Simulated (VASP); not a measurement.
# Bi6Te (P-3m1) in VASP: notebook

Bi6Te is run at these levels: PBE; tasks: single point.

All numbers are computed with VASP 6.6.1; they aren't measurements. Logs are shortened: lines on timing, memory, paths and dates and some standing lists are left out, and cuts for length are marked.

**1. The cell of the first run**

Symmetry: P-3m1, No. 164, trigonal system. Conventional cell: a = 4.552 Å, b = 4.552 Å, c = 13.906 Å, α = 90.00°, β = 90.00°, γ = 120.00°. Bi (site symmetry 3m) has 6 Bi at 3.17 to 3.45 Å and 1 Te at 3.86 Å within 4.2 Å. Within 4.1 Å of Bi (site symmetry 3m) lie 6 Bi at 3.14 to 3.45 Å. Bi (site symmetry 3m) has 3 Bi at 3.17 Å and 3 Te at 3.35 Å within 4.2 Å. Within 4.6 Å of Te (site symmetry -3m) lie 8 Bi at 3.35 to 3.86 Å and 6 Te at 4.55 Å.

**2. Single point, PBE**

The input, INCAR:

```
ALGO = Fast
EDIFF = 1E-7
ENCUT = 520
GGA = PE
ISIF = 2
ISMEAR = 0
LASPH = T
LCHARG = T
LELF = T
LREAL = F
LVHAR = T
LWAVE = F
NBANDS = 57
NELM = 80
PREC = Accurate
SIGMA = 0.2
```

The input, KPOINTS:

```
k-points
0
Gamma
  4 4 2
```

The input, POSCAR:

```
Bi6Te
1.0
    4.5523023652      0.0000000000      0.0000000000
   -2.2761511826      3.9424094940      0.0000000000
    0.0000000000      0.0000000000     13.9055579150
Bi Te
6 1
Direct
    0.0000000000      0.0000000000      0.2773033241
    0.3333333333      0.6666666667      0.4383490281
    0.0000000000      0.0000000000      0.7226966759
    0.6666666667      0.3333333333      0.5616509719
    0.3333333333      0.6666666667      0.8506586096
    0.6666666667      0.3333333333      0.1493413904
    0.0000000000      0.0000000000      0.0000000000
```

Potentials or basis: VASP PAW PBE potentials, release 64 (Bi_d, Te).

Run with:

```sh
> cat potpaw_PBE.64/Bi_d/POTCAR potpaw_PBE.64/Te/POTCAR > POTCAR
> mpirun -np 1 vasp_std > vasp.out
```

OUTCAR:

```text
EDIFF = 1E-7
   ENCUT = 520
   GGA = PE
   ISIF = 2
   ISMEAR = 0
   LASPH = T
   LREAL = F
   NELM = 80
   PREC = Accurate

 ion  position               nearest neighbor table
   1  0.000  0.000  0.277-   6 3.17   6 3.17   6 3.17   2 3.45   2 3.45   2 3.45
   2  0.333  0.667  0.438-   4 3.14   4 3.14   4 3.14   1 3.45   1 3.45   1 3.45
   3  0.000  0.000  0.723-   5 3.17   5 3.17   5 3.17   4 3.45   4 3.45   4 3.45
   4  0.667  0.333  0.562-   2 3.14   2 3.14   2 3.14   3 3.45   3 3.45   3 3.45
   5  0.333  0.667  0.851-   3 3.17   3 3.17   3 3.17   7 3.35   7 3.35   7 3.35
   6  0.667  0.333  0.149-   1 3.17   1 3.17   1 3.17   7 3.35   7 3.35   7 3.35
   7  0.000  0.000  0.000-   5 3.35   6 3.35   6 3.35   5 3.35   6 3.35   5 3.35

  LATTYP: Found a hexagonal cell.
 ALAT       =     4.5523023652
 C/A-ratio  =     3.0546208928

  Lattice vectors:

 A1 = (   4.5523023652,   0.0000000000,   0.0000000000)
 A2 = (  -2.2761511826,   3.9424094940,   0.0000000000)
 A3 = (   0.0000000000,   0.0000000000,  13.9055579150)

Analysis of symmetry for initial positions (statically):
=====================================================================
 Subroutine PRICEL returns:
 Original cell was already a primitive cell.

 Routine SETGRP: Setting up the symmetry group for a
 hexagonal supercell.

 Subroutine GETGRP returns: Found 12 space group operations
 (whereof 12 operations were pure point group operations)
 out of a pool of 24 trial point group operations.

The static configuration has the point symmetry D_3d.

Analysis of symmetry for dynamics (positions and initial velocities):
=====================================================================
 Subroutine PRICEL returns:
 Original cell was already a primitive cell.

 Routine SETGRP: Setting up the symmetry group for a
 hexagonal supercell.

 Subroutine GETGRP returns: Found 12 space group operations
 (whereof 12 operations were pure point group operations)
 out of a pool of 24 trial point group operations.

The dynamic configuration has the point symmetry D_3d.

 Subroutine INISYM returns: Found 12 space group operations
 (whereof 12 operations are pure point group operations),
 and found     1 'primitive' translations

----------------------------------------------------------------------------------------

                                     Primitive cell

[... 86 lines left out ...]
   NSW    =      0    number of steps for IOM
   IBRION =     -1    ionic relax: 0-MD 1-quasi-New 2-CG
   NFREE  =      0    steps in history (QN), initial steepest desc. (CG)
   ISIF   =      2    stress and relaxation
   ISYM   =      2    0-nonsym 1-usesym 2-fastsym
   POTIM  = 0.5000    time-step for ionic-motion
   TEBEG  =    0.0;   TEEND  =   0.0 temperature during run
   PSTRESS=    0.0 pullay stress
   NELECT =      96.0000    total number of electrons
   NUPDOWN=      -1.0000    fix difference up-down
   EMIN   =  10.00;   EMAX   =-10.00  energy-range for DOS
   EFERMI =   0.00;   METHOD = LEGACY
   ISMEAR =     0;   SIGMA  =   0.20  broadening in eV -4-tet -1-fermi 0-gaus
   EFERMI_NEDOS =   21; number of points for ismear=-14 and -15
   IALGO  =     68    algorithm
   IMIX   =      4    mixing-type and parameters
     AMIX     =   0.40;   BMIX     =  1.00
     AMIX_MAG =   1.60;   BMIX_MAG =  1.00
  volume/ion in A,a.u.               =      35.65       240.59
  Fermi-wavevector in a.u.,A,eV,Ry     =   1.190615  2.249937 19.287143  1.417565
  Thomas-Fermi vector in A             =   2.326696
   LORBIT       =      0    0 simple, 1 ext, 2 COOP (PROOUT), +10 PAW based schemes
   GGA     = PE    functional components
   LHFCALC =     F    Hartree Fock is set to
   AEXX    =    0.0000 exact exchange contribution
   IVDW    =     0    specifies the selected vdW correction
   LEPSILON=     F    determine dielectric tensor
   LRPA    =     F    only Hartree local field effects (RPA)
 non-spin polarized calculation
 RMM-DIIS sequential band-by-band and
 Gauss-broadening in eV      SIGMA  =   0.20
  energy-cutoff  :      520.00
  volume of cell :      249.56
 maximum number of plane-waves:      6832
 NGX is ok and might be reduce to    36
   NGX = 17   NGY = 17   NGZ = 51

 number of electron      95.9999977 magnetization

 Free energy of the ion-electron system (eV)
  ---------------------------------------------------
  ext. energy  EPLUGINS =         0.00000000
  ---------------------------------------------------
  free energy    TOTEN  =       -26.21967479 eV

  energy without entropy =      -26.11168783  energy(sigma->0) =      -26.16568131

 E-fermi :   6.1229     XC(G=0):  -9.3957

 val. band max:        6.1129639364   @ k =   0.5000   0.0000   0.5000
 cond. band min:       6.1589486262   @ k =   0.0000   0.0000   0.5000
 fundamental gap:      0.0459846898
 Fermi energy:         6.1229253241

 k-point     1 :       0.0000    0.0000    0.0000
  band No.  band energies     occupation
      1     -16.8821      2.00000
      2     -16.8821      2.00000
      3     -16.8756      2.00000
      4     -16.8756      2.00000
      5     -16.8204      2.00000
      6     -16.8198      2.00000
[... 469 lines left out ...]
     56      10.2922      0.00000
     57      10.3889      0.00000

------------------------ aborting loop because EDIFF is reached ----------------------------------------

  FORCE on cell =-STRESS in cart. coord.  units (eV):
  Direction    XX          YY          ZZ          XY          YZ          ZX
  --------------------------------------------------------------------------------------
  -------------------------------------------------------------------------------------
  Total        0.6102773      0.6102773     -0.6332387     -0.0000000     -0.0000000      0.0000000
  in kB        3.9179286      3.9179286     -4.0653389     -0.0000000     -0.0000000      0.0000000
  external PRESSURE =       1.2568394 kB  Pullay stress =       0.0000000 kB

 VOLUME and BASIS-vectors are now :
 -----------------------------------------------------------------------------
  energy-cutoff  :      520.00
  volume of cell :      249.56
      direct lattice vectors                 reciprocal lattice vectors
     4.552302365  0.000000000  0.000000000     0.219669064  0.126825993  0.000000000
    -2.276151183  3.942409494  0.000000000     0.000000000  0.253651987  0.000000000
     0.000000000  0.000000000 13.905557915     0.000000000  0.000000000  0.071913691

 POSITION                                       TOTAL-FORCE (eV/Angst)
 -----------------------------------------------------------------------------------
      0.00000      0.00000      3.85606         0.000000     -0.000000      0.011053
     -0.00000      2.62827      6.09549         0.000000      0.000000     -0.021324
      0.00000      0.00000     10.04950        -0.000000     -0.000000     -0.011053
      2.27615      1.31414      7.81007        -0.000000     -0.000000      0.021324
     -0.00000      2.62827     11.82888        -0.000000      0.000000     -0.039099
      2.27615      1.31414      2.07668         0.000000      0.000000      0.039099
      0.00000      0.00000      0.00000        -0.000000      0.000000      0.000000
 -----------------------------------------------------------------------------------
    total drift:                                0.000000     -0.000000      0.000000

  FREE ENERGIE OF THE ION-ELECTRON SYSTEM (eV)
  ---------------------------------------------------
  free  energy   TOTEN  =       -26.2196747867 eV

  energy  without entropy=      -26.1116878308  energy(sigma->0) =      -26.16568131
```

It took 4.4 min on 1 thread of Intel Xeon Platinum 8488C (Sapphire Rapids), shared host; peak memory 0.38 GiB.

Results:

| Quantity | Value |
| --- | --- |
| Free energy | -26.2197 eV |
| Pressure | 0.1 GPa |
| Largest force | 0.039 eV/Å |
| Band gap on the k mesh | zero (bands 48 and 49 overlap by 0.22 eV) |

Forces in eV/Å, atoms in the order of the input:
```
Bi   0.000  0.000  0.011
Bi   0.000  0.000 -0.021
Bi   0.000  0.000 -0.011
Bi   0.000  0.000  0.021
Bi   0.000  0.000 -0.039
Bi   0.000  0.000  0.039
Te   0.000  0.000  0.000
```

Stress tensor (GPa, compression positive):
```
 0.39  0.00  0.00
 0.00  0.39  0.00
 0.00  0.00 -0.41
```

Caveat: the k points lie up to 0.40 Å⁻¹ apart; spin-orbit coupling is left out, which moves the levels of the heavy elements.

**3. Single point, PBE**

This run uses another cell than the first one, of 35.11 Å³/atom.

The input, INCAR:

```
PREC = Accurate
ENCUT = 520
EDIFF = 1E-7
ISMEAR = 0
SIGMA = 0.2
LREAL = F
LASPH = T
NELM = 80
ALGO = Fast
ISIF = 2
LWAVE = F
LCHARG = F
GGA = PE
NBANDS = 57
```

The input, KPOINTS:

```
regular mesh
0
Gamma
  6 6 2
```

The input, POSCAR:

```
Bi6Te
1.0
    4.4652966858      0.0000000000      0.0000000000
   -2.2326483429      3.8670603653      0.0000000000
    0.0000000000      0.0000000000     14.2336425419
Bi Te
6 1
Direct
    0.0000000000      0.0000000000      0.2830876278
    0.3333333333      0.6666666667      0.4333712600
    1.0000000000      1.0000000000      0.7169123722
    0.6666666667      0.3333333333      0.5666287400
    0.3333333333      0.6666666667      0.8532663445
    0.6666666667      0.3333333333      0.1467336555
    0.0000000000      1.0000000000      0.0000000000
```

Potentials or basis: VASP PAW PBE potentials, release 64 (Bi_d, Te).

Run with:

```sh
> cat potpaw_PBE.64/Bi_d/POTCAR potpaw_PBE.64/Te/POTCAR > POTCAR
> mpirun -np 1 vasp_std > vasp.out
```

OUTCAR:

```text
PREC = Accurate
   ENCUT = 520
   EDIFF = 1E-7
   ISMEAR = 0
   LREAL = F
   LASPH = T
   NELM = 80
   ISIF = 2
   GGA = PE

 ion  position               nearest neighbor table
   1  0.000  0.000  0.283-   6 3.23   6 3.23   6 3.23   2 3.35   2 3.35   2 3.35
   2  0.333  0.667  0.433-   4 3.20   4 3.20   4 3.20   1 3.35   1 3.35   1 3.35
   3  0.000  0.000  0.717-   5 3.23   5 3.23   5 3.23   4 3.35   4 3.35   4 3.35
   4  0.667  0.333  0.567-   2 3.20   2 3.20   2 3.20   3 3.35   3 3.35   3 3.35
   5  0.333  0.667  0.853-   3 3.23   3 3.23   3 3.23   7 3.32   7 3.32   7 3.32
   6  0.667  0.333  0.147-   1 3.23   1 3.23   1 3.23   7 3.32   7 3.32   7 3.32
[... 1040 lines left out ...]
  Total        0.1008468      0.1008468     -0.1099551      0.0000000      0.0000000      0.0000000
  in kB        0.6573933      0.6573933     -0.7167681      0.0000000      0.0000000      0.0000000
  external PRESSURE =       0.1993395 kB  Pullay stress =       0.0000000 kB

 VOLUME and BASIS-vectors are now :
 -----------------------------------------------------------------------------
  energy-cutoff  :      520.00
  volume of cell :      245.78
      direct lattice vectors                 reciprocal lattice vectors
     4.465296686  0.000000000  0.000000000     0.223949285  0.129297180  0.000000000
    -2.232648343  3.867060365  0.000000000     0.000000000  0.258594360  0.000000000
     0.000000000  0.000000000 14.233642542     0.000000000  0.000000000  0.070256085

 POSITION                                       TOTAL-FORCE (eV/Angst)
 -----------------------------------------------------------------------------------
      0.00000      0.00000      4.02937         0.000000     -0.000000     -0.034163
     -0.00000      2.57804      6.16845         0.000000      0.000000      0.040359
      0.00000      0.00000     10.20427        -0.000000      0.000000      0.034163
      2.23265      1.28902      8.06519        -0.000000      0.000000     -0.040359
     -0.00000      2.57804     12.14509        -0.000000      0.000000     -0.011565
      2.23265      1.28902      2.08855         0.000000     -0.000000      0.011565
      0.00000      0.00000      0.00000        -0.000000      0.000000     -0.000000
 -----------------------------------------------------------------------------------
    total drift:                                0.000000      0.000000     -0.000000

  FREE ENERGIE OF THE ION-ELECTRON SYSTEM (eV)
  ---------------------------------------------------
  free  energy   TOTEN  =       -26.1996177751 eV

  energy  without entropy=      -26.1057457843  energy(sigma->0) =      -26.15268178
```

OSZICAR:

```text
N       E                     dE             d eps       ncg     rms          rms(c)
DAV:   1     0.118110875333E+04    0.11811E+04   -0.47961E+04  1596   0.194E+03
DAV:   2     0.129375249679E+03   -0.10517E+04   -0.10314E+04  1596   0.560E+02
DAV:   3    -0.170188899728E+02   -0.14639E+03   -0.14072E+03  1869   0.217E+02
DAV:   4    -0.258067315123E+02   -0.87878E+01   -0.86118E+01  1813   0.536E+01
DAV:   5    -0.262343757496E+02   -0.42764E+00   -0.42626E+00  2160   0.111E+01    0.493E+00
RMM:   6    -0.261887549436E+02    0.45621E-01   -0.18353E-01  1829   0.239E+00    0.306E+00
RMM:   7    -0.262033347850E+02   -0.14580E-01   -0.10251E-01  1939   0.183E+00    0.408E-01
RMM:   8    -0.261998554758E+02    0.34793E-02   -0.30544E-02  2435   0.987E-01    0.221E-01
RMM:   9    -0.261993613665E+02    0.49411E-03   -0.60105E-03  2149   0.398E-01    0.856E-02
RMM:  10    -0.261995928566E+02   -0.23149E-03   -0.18830E-03  2563   0.212E-01    0.345E-02
RMM:  11    -0.261996146811E+02   -0.21825E-04   -0.28856E-04  2447   0.886E-02    0.179E-02
RMM:  12    -0.261996185745E+02   -0.38934E-05   -0.66015E-05  2615   0.371E-02    0.569E-03
RMM:  13    -0.261996182137E+02    0.36078E-06   -0.11360E-05  2633   0.156E-02    0.170E-03
RMM:  14    -0.261996180680E+02    0.14571E-06   -0.20111E-06  2191   0.644E-03    0.903E-04
RMM:  15    -0.261996177539E+02    0.31409E-06   -0.40683E-07  1381   0.406E-03    0.306E-04
RMM:  16    -0.261996177751E+02   -0.21178E-07   -0.14279E-07  1133   0.233E-03
   1 F= -.26199618E+02 E0= -.26152682E+02  d E =-.938720E-01
```

stdout:

```text
POSCAR found type information on POSCAR BiTe
 POSCAR found :  2 types and       7 ions
 scaLAPACK will be used
 LDA part: xc-table for (Slater+PW92), standard interpolation
 POSCAR, INCAR and KPOINTS ok, starting setup
 FFT: planning ... GRIDC
 FFT: planning ... GRID_SOFT
 FFT: planning ... GRID
 WAVECAR not read
 entering main loop
```

It took 7.6 min on 1 thread of Intel Xeon Platinum 8488C (Sapphire Rapids), shared host; peak memory 0.44 GiB.

What came out:

- Free energy: -26.1996 eV
- Pressure: 0.0 GPa
- Largest force: 0.040 eV/Å
- Band gap on the k mesh: zero (bands 48 and 49 overlap by 0.84 eV)

Forces on the atoms (eV/Å):
```
Bi   0.000  0.000 -0.034
Bi   0.000  0.000  0.040
Bi   0.000  0.000  0.034
Bi   0.000  0.000 -0.040
Bi   0.000  0.000 -0.012
Bi   0.000  0.000  0.012
Te   0.000  0.000  0.000
```

Stress tensor (GPa, compression positive):
```
 0.07  0.00  0.00
 0.00  0.07  0.00
 0.00  0.00 -0.07
```

Caveat: spin-orbit coupling is left out, which moves the levels of the heavy elements.
